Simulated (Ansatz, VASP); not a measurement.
## One calculation of Ta3H, two programs

```
Ta H
1.0
     2.87431    0.00000    0.00000
    -0.95810    2.70993    0.00000
     0.00000    0.00000   21.52669
Ta H
3 1
Cartesian
  0.9581 1.3550 4.0000
  0.0000 0.0000 6.2637
  0.9581 1.3550 8.5267
  1.2775 1.8066 12.2967
```

Alike in both runs: task single point; functional PBE; k mesh 10 × 10 × 1; occupations gaussian, width 0.1 eV; collinear spin.

```csv
,VASP,Ansatz
version,VASP 6.6.1,Ansatz 0.2.0
potentials or method,"VASP PAW PBE potentials, release 64 (Ta_pv, H), cutoff 520 eV","scalar-relativistic, plane waves, PAW"
valence electrons in the cell,34,40
```

|  | VASP | Ansatz | Ansatz less VASP |
| --- | --- | --- | --- |
| gap on the k mesh at the Fermi level (eV) | none | none | - |
| rms of the force components (eV/Å) | 0.068 | 0.067 | -0.0012 |
| net moment per atom (μB) | 0.24 | 0.24 | 0.000 |
| size of the moment on the site where the two differ most (μB) | 0.37 | 0.84 | +0.466 |
| work function, face that differs most (eV) | 5.23 | 5.23 | +0.001 |

Site moments also hang on the region over which each program counts them. Atom by atom the forces differ by 0.002 eV/Å (rms over components). A gap of «none» marks a metal or a gap that the smearing closes. VASP's potentials hold 34 valence electrons a cell and Ansatz's 40, so a difference there can come from the potentials and not from the codes. Ansatz's warnings: vacuum density over bound.

Neither program's run includes spin-orbit coupling.
